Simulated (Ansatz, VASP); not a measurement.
**One calculation of SrCl2, two programs**

```
Sr Cl
1.0
     2.08574    1.20420    6.13505
    -2.08574    1.20420    6.13505
     0.00000   -2.40841    6.13505
Sr Cl
1 2
Direct
  0.00020 0.00020 0.00020
  0.42277 0.42277 0.42277
  0.24369 0.24369 0.24369
```

Alike in both runs: task single point; functional r2SCAN; k mesh 8 × 8 × 8; no spin polarisation.

|  | VASP | Ansatz |
| --- | --- | --- |
| version | VASP 6.6.1 | Ansatz 0.2.0 |
| potentials or method | VASP PAW PBE potentials, release 64 (Sr_sv, Cl) | plane waves, PAW |
| plane-wave cutoff (eV) | 520 | 500 |
| occupations | gaussian, width 0.01 eV | fixed |
| valence electrons in the cell | 24 | 24 |

|  | VASP | Ansatz | Ansatz less VASP |
| --- | --- | --- | --- |
| gap on the k mesh at the Fermi level (eV) | 4.88 | 4.87 | -0.015 |
| pressure (GPa) | 0.7 | 0.6 | -0.05 |
| rms of the force components (eV/Å) | 0.004 | 0.006 | +0.0019 |

VASP's potentials were made for PBE, not for r2SCAN. Atom by atom the forces differ by 0.009 eV/Å (rms over components).
